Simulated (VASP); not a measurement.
# ZrC (rocksalt type) (Fm-3m) in VASP: a series of runs, part 2 of 2

VASP 6.6.1. The steps go on from the part before.

**3. Electric field gradients, r2SCAN (functional r2scan, volume scaled by 0.96)**

Contents of POSCAR:

```
ZrC
1.0
    0.0000000000      2.3224901248      2.3224901248
    2.3224901248      0.0000000000      2.3224901248
    2.3224901248      2.3224901248      0.0000000000
Zr C
1 1
Direct
    0.0000000000      0.0000000000      0.0000000000
    0.5000000000      0.5000000000      0.5000000000
```

Contents of INCAR.step1:

```
SYSTEM = ZrC
ALGO     = Normal         ! electronic algorithm
EDIFF    = 1E-4           ! SCF threshold, eV
ENCUT    = 520            ! plane-wave cutoff, eV
GGA      = PE             ! functional
ISMEAR   = -1             ! smearing method
LASPH    = .TRUE.         ! aspherical terms in the spheres
LCHARG   = .FALSE.        ! write CHGCAR
LREAL    = .FALSE.        ! projectors in reciprocal space
LWAVE    = .TRUE.         ! write WAVECAR
NBANDS   = 15             ! bands
NELM     = 60             ! most SCF steps
PREC     = Accurate       ! precision mode
SIGMA    = 0.05           ! smearing width, eV
```

Contents of INCAR.step2:

```
SYSTEM = ZrC
ALGO     = Normal         ! electronic algorithm
EDIFF    = 1E-8           ! SCF threshold, eV
ENCUT    = 520            ! plane-wave cutoff, eV
ISIF     = 2              ! what is computed and relaxed
ISMEAR   = -1             ! smearing method
ISTART   = 1            
LASPH    = .TRUE.         ! aspherical terms in the spheres
LCHARG   = .FALSE.        ! write CHGCAR
LEFG     = .TRUE.       
LMIXTAU  = .TRUE.       
LREAL    = .FALSE.        ! projectors in reciprocal space
LWAVE    = .FALSE.        ! write WAVECAR
METAGGA  = R2SCAN         ! meta-GGA
NBANDS   = 15             ! bands
NELM     = 60             ! most SCF steps
PREC     = Accurate       ! precision mode
SIGMA    = 0.05           ! smearing width, eV
```

Contents of KPOINTS:

```
k-points
0
G
  14 14 14
  0 0 0
```

Potentials or basis: VASP PAW PBE potentials, release 64 (Zr_sv, C).

On the command line:

```sh
$ cat potpaw_PBE.64/Zr_sv/POTCAR potpaw_PBE.64/C/POTCAR > POTCAR
$ cp INCAR.step1 INCAR
$ mpirun -np 1 vasp_std > vasp.out
$ cp INCAR.step2 INCAR
$ mpirun -np 1 vasp_std > vasp.out
```

OUTCAR:

```text
SYSTEM = ZrC
   EDIFF = 1E-8
   ENCUT = 520
   ISIF = 2
   ISMEAR = -1
   ISTART = 1
   LASPH = .TRUE.
   LREAL = .FALSE.
   METAGGA = R2SCAN
   NELM = 60
   PREC = Accurate

 ion  position               nearest neighbor table
   1  0.000  0.000  0.000-   2 2.32   2 2.32   2 2.32   2 2.32   2 2.32   2 2.32
   2  0.500  0.500  0.500-   1 2.32   1 2.32   1 2.32   1 2.32   1 2.32   1 2.32

  LATTYP: Found a face centered cubic cell.
 ALAT       =     4.6449802496

  Lattice vectors:

 A1 = (   0.0000000000,   2.3224901248,   2.3224901248)
 A2 = (   2.3224901248,   0.0000000000,   2.3224901248)
 A3 = (   2.3224901248,   2.3224901248,   0.0000000000)

Analysis of symmetry for initial positions (statically):
=====================================================================
 Subroutine PRICEL returns:
 Original cell was already a primitive cell.

 Routine SETGRP: Setting up the symmetry group for a
 face centered cubic supercell.

[... 620 lines left out ...]
      direct lattice vectors                 reciprocal lattice vectors
     0.000000000  2.322490125  2.322490125    -0.215286168  0.215286168  0.215286168
     2.322490125  0.000000000  2.322490125     0.215286168 -0.215286168  0.215286168
     2.322490125  2.322490125  0.000000000     0.215286168  0.215286168 -0.215286168

 POSITION                                       TOTAL-FORCE (eV/Angst)
 -----------------------------------------------------------------------------------
      0.00000      0.00000      0.00000        -0.000000     -0.000000      0.000000
      2.32249      2.32249      2.32249         0.000000      0.000000     -0.000000
 -----------------------------------------------------------------------------------
    total drift:                                0.000000     -0.000000     -0.000000

  FREE ENERGIE OF THE ION-ELECTRON SYSTEM (eV)
  ---------------------------------------------------
  free  energy   TOTEN  =       -34.6885654922 eV

  energy  without entropy=      -34.6864564874  energy(sigma->0) =      -34.68751099

 Electric field gradients (V/A^2)
---------------------------------------------------------------------
 ion       V_xx      V_yy      V_zz      V_xy      V_xz      V_yz
---------------------------------------------------------------------
   1       0.000     0.000    -0.000    -0.000    -0.000    -0.000
   2      -0.000    -0.000     0.000     0.000     0.000     0.000
---------------------------------------------------------------------

 Electric field gradients after diagonalization (V/A^2)
 (convention: |V_zz| > |V_xx| > |V_yy|)
----------------------------------------------------------------------
 ion       V_xx      V_yy      V_zz     asymmetry (V_yy - V_xx)/ V_zz
----------------------------------------------------------------------
   1       0.000     0.000    -0.000       0.000
   2      -0.000    -0.000     0.001       0.000
----------------------------------------------------------------------

           NMR quadrupolar parameters

 Cq : quadrupolar parameter    Cq=e*Q*V_zz/h
 eta: asymmetry parameters     (V_yy - V_xx)/ V_zz
 Q  : nuclear electric quadrupole moment in mb (millibarn)
----------------------------------------------------------------------
 ion       Cq(MHz)       eta       Q (mb)
----------------------------------------------------------------------
   1      -0.000       0.000       1.000
   2       0.000       0.000       1.000
----------------------------------------------------------------------
```

OUTCAR.step1:

```text
SYSTEM = ZrC
   EDIFF = 1E-4
   ENCUT = 520
   GGA = PE
   ISMEAR = -1
   LASPH = .TRUE.
   LREAL = .FALSE.
[... 651 lines left out ...]
      0.00000      0.00000      0.00000        -0.000000     -0.000000      0.000000
      2.32249      2.32249      2.32249         0.000000      0.000000     -0.000000
 -----------------------------------------------------------------------------------
    total drift:                                0.000000     -0.000000     -0.000000

  FREE ENERGIE OF THE ION-ELECTRON SYSTEM (eV)
  ---------------------------------------------------
  free  energy   TOTEN  =       -19.4296844166 eV

  energy  without entropy=      -19.4272894701  energy(sigma->0) =      -19.42848694
```

OSZICAR.step1:

```text
N       E                     dE             d eps       ncg     rms          rms(c)
DAV:   1     0.103560965100E+03    0.10356E+03   -0.86795E+03  3120   0.108E+03
DAV:   2    -0.183043837946E+02   -0.12187E+03   -0.11369E+03  4016   0.288E+02
DAV:   3    -0.227671414805E+02   -0.44628E+01   -0.44278E+01  4421   0.484E+01
DAV:   4    -0.228487320204E+02   -0.81591E-01   -0.81557E-01  4036   0.611E+00
DAV:   5    -0.228501307115E+02   -0.13987E-02   -0.13985E-02  4339   0.608E-01    0.219E+01
DAV:   6    -0.195188445777E+02    0.33313E+01   -0.61746E+00  3623   0.228E+01    0.771E+00
DAV:   7    -0.194410536519E+02    0.77791E-01   -0.60017E-01  3644   0.578E+00    0.670E+00
DAV:   8    -0.194640852154E+02   -0.23032E-01   -0.29642E-01  3779   0.426E+00    0.531E+00
DAV:   9    -0.194309009176E+02    0.33184E-01   -0.53934E-02  3498   0.168E+00    0.101E+00
DAV:  10    -0.194296992203E+02    0.12017E-02   -0.64687E-03  4065   0.649E-01    0.143E-01
DAV:  11    -0.194296844166E+02    0.14804E-04   -0.21158E-04  3440   0.138E-01
   1 F= -.19429684E+02 E0= -.19428487E+02  d E =-.239495E-02
```

Wall time 56 s (1 thread of Intel Xeon 6975P-C (Granite Rapids), shared host); peak memory 0.16 GiB.

Results:

```
Free energy            : -34.6886 eV
Pressure               : 10.9 GPa
Band gap on the k mesh : zero (band 8 reaches 10.99 eV, above the bottom of band 9 at 9.68 eV)
```

Caveat: the cell differs from its parent crystal (functional r2scan, volume scaled by 0.96); without QUAD_EFG the Cq values of the log hold for a quadrupole moment of 1 mb, not for the nuclei; the PAW data sets were made with another functional, which shifts forces and pressure a little.

**4. Electric field gradients, r2SCAN**

This run uses another cell than the first one, of 13.05 Å³/atom, 0.943 times its volume.

Contents of POSCAR:

```
ZrC
1.0
    0.0000000000      2.3543090120      2.3543090120
    2.3543090120      0.0000000000      2.3543090120
    2.3543090120      2.3543090120      0.0000000000
Zr C
1 1
Direct
    0.0000000000      0.0000000000      0.0000000000
    0.5000000000      0.5000000000      0.5000000000
```

Contents of INCAR.step1:

```
PREC = Accurate ; ENCUT = 520
ISMEAR = -1 ; SIGMA = 0.05
LREAL = False ; LASPH = True
NELM = 80 ; NBANDS = 15
GGA = PE ; ALGO = Normal
EDIFF = 1E-4 ; LWAVE = True
LCHARG = False
```

Contents of INCAR.step2:

```
PREC = Accurate ; ENCUT = 520
EDIFF = 1E-8 ; ISMEAR = -1
SIGMA = 0.05 ; LREAL = False
LASPH = True ; NELM = 80
ALGO = Normal ; ISIF = 2
LWAVE = False ; LCHARG = False
METAGGA = R2SCAN ; LMIXTAU = True
LEFG = True ; NBANDS = 15
ISTART = 1
```

Contents of KPOINTS:

```
Automatic mesh
0
Gamma
  14 14 14
```

Potentials or basis: VASP PAW PBE potentials, release 64 (Zr_sv, C).

On the command line:

```sh
$ cat potpaw_PBE.64/Zr_sv/POTCAR potpaw_PBE.64/C/POTCAR > POTCAR
$ cp INCAR.step1 INCAR
$ mpirun -np 1 vasp_std > vasp.out
$ cp INCAR.step2 INCAR
$ mpirun -np 1 vasp_std > vasp.out
```

OUTCAR:

```text
PREC = Accurate
   ENCUT = 520
   EDIFF = 1E-8
   ISMEAR = -1
   LREAL = False
   LASPH = True
   NELM = 80
   ISIF = 2
   METAGGA = R2SCAN
   ISTART = 1

 ion  position               nearest neighbor table
   1  0.000  0.000  0.000-   2 2.35   2 2.35   2 2.35   2 2.35   2 2.35   2 2.35
   2  0.500  0.500  0.500-   1 2.35   1 2.35   1 2.35   1 2.35   1 2.35   1 2.35

  LATTYP: Found a face centered cubic cell.
 ALAT       =     4.7086180240

  Lattice vectors:

 A1 = (   0.0000000000,   2.3543090120,   2.3543090120)
 A2 = (   2.3543090120,   0.0000000000,   2.3543090120)
 A3 = (   2.3543090120,   2.3543090120,   0.0000000000)

Analysis of symmetry for initial positions (statically):
=====================================================================
 Subroutine PRICEL returns:
 Original cell was already a primitive cell.

 Routine SETGRP: Setting up the symmetry group for a
 face centered cubic supercell.

 Subroutine GETGRP returns: Found 48 space group operations
[... 621 lines left out ...]
     0.000000000  2.354309012  2.354309012    -0.212376539  0.212376539  0.212376539
     2.354309012  0.000000000  2.354309012     0.212376539 -0.212376539  0.212376539
     2.354309012  2.354309012  0.000000000     0.212376539  0.212376539 -0.212376539

 POSITION                                       TOTAL-FORCE (eV/Angst)
 -----------------------------------------------------------------------------------
      0.00000      0.00000      0.00000         0.000000     -0.000000      0.000000
      2.35431      2.35431      2.35431        -0.000000      0.000000     -0.000000
 -----------------------------------------------------------------------------------
    total drift:                                0.000000      0.000000      0.000000

  FREE ENERGIE OF THE ION-ELECTRON SYSTEM (eV)
  ---------------------------------------------------
  free  energy   TOTEN  =       -34.7254611314 eV

  energy  without entropy=      -34.7233213970  energy(sigma->0) =      -34.72439126

 Electric field gradients (V/A^2)
---------------------------------------------------------------------
 ion       V_xx      V_yy      V_zz      V_xy      V_xz      V_yz
---------------------------------------------------------------------
   1       0.000     0.000     0.000    -0.000    -0.000    -0.000
   2      -0.000     0.000    -0.000    -0.000    -0.000    -0.000
---------------------------------------------------------------------

 Electric field gradients after diagonalization (V/A^2)
 (convention: |V_zz| > |V_xx| > |V_yy|)
----------------------------------------------------------------------
 ion       V_xx      V_yy      V_zz     asymmetry (V_yy - V_xx)/ V_zz
----------------------------------------------------------------------
   1       0.000     0.000    -0.000       0.000
   2       0.000     0.000    -0.000       0.000
----------------------------------------------------------------------

           NMR quadrupolar parameters

 Cq : quadrupolar parameter    Cq=e*Q*V_zz/h
 eta: asymmetry parameters     (V_yy - V_xx)/ V_zz
 Q  : nuclear electric quadrupole moment in mb (millibarn)
----------------------------------------------------------------------
 ion       Cq(MHz)       eta       Q (mb)
----------------------------------------------------------------------
   1      -0.000       0.000       1.000
   2      -0.000       0.000       1.000
----------------------------------------------------------------------
```

OSZICAR.step1:

```text
N       E                     dE             d eps       ncg     rms          rms(c)
DAV:   1     0.101427448056E+03    0.10143E+03   -0.86093E+03  3128   0.107E+03
DAV:   2    -0.184671020904E+02   -0.11989E+03   -0.11209E+03  4079   0.286E+02
DAV:   3    -0.228609119615E+02   -0.43938E+01   -0.43623E+01  4439   0.476E+01
DAV:   4    -0.229383533083E+02   -0.77441E-01   -0.77412E-01  4038   0.609E+00
DAV:   5    -0.229394912970E+02   -0.11380E-02   -0.11379E-02  4348   0.548E-01    0.202E+01
DAV:   6    -0.195837199190E+02    0.33558E+01   -0.63779E+00  3605   0.227E+01    0.696E+00
DAV:   7    -0.194789441773E+02    0.10478E+00   -0.62738E-01  3636   0.593E+00    0.611E+00
DAV:   8    -0.195030887570E+02   -0.24145E-01   -0.34500E-01  3771   0.460E+00    0.525E+00
DAV:   9    -0.194644681675E+02    0.38621E-01   -0.64370E-02  3442   0.186E+00    0.990E-01
DAV:  10    -0.194631388530E+02    0.13293E-02   -0.65340E-03  4065   0.653E-01    0.698E-02
DAV:  11    -0.194631403188E+02   -0.14658E-05   -0.16680E-04  3378   0.119E-01
   1 F= -.19463140E+02 E0= -.19461925E+02  d E =-.242967E-02
```

It took 2.1 min on 1 thread of Intel Xeon 6975P-C (Granite Rapids), shared host; peak memory 0.18 GiB.

Results:

```
Free energy            : -34.7255 eV
Pressure               : 0.6 GPa
Band gap on the k mesh : zero (band 8 reaches 10.51 eV, above the bottom of band 9 at 9.20 eV)
```

Levels at points of the mesh, in eV from the Fermi level:
```tsv
k point	band 6	band 7	band 8	band 9	band 10	band 11
(0.00, 0.00, 0.00)	0.90	0.90	0.90	1.30	1.30	1.30
(0.50, 0.00, 0.00)	-5.47	-3.11	-3.11	4.77	4.77	5.67
(0.50, 0.50, 0.00)	-2.23	-1.63	-0.02	-0.02	4.58	5.93
```

Caveat: without QUAD_EFG the Cq values of the log hold for a quadrupole moment of 1 mb, not for the nuclei; the PAW data sets were made with another functional, which shifts forces and pressure a little.

**5. Summary**

| level | cell | gap on the mesh (eV) | pressure (GPa) |
| --- | --- | --- | --- |
| PBE | a = 3.395 Å, angles 60.0°, 2 atoms | none | -11.3 |
| r2SCAN | a = 3.284 Å, angles 60.0°, 2 atoms | none | 10.9 |
| r2SCAN | a = 3.329 Å, angles 60.0°, 2 atoms | none | 0.6 |

Alike in all rows: task electric field gradients; potentials or basis VASP PAW PBE potentials, release 64 (Zr_sv, C); no spin polarisation; k mesh 14 × 14 × 14; cutoff (eV) 520; smearing fermi-dirac 0.05 eV.

Caveats: the PAW data sets were made with another functional, which shifts forces and pressure a little (some runs).

Total energies depend on the potentials used, so only differences within one code and one set of settings carry meaning.
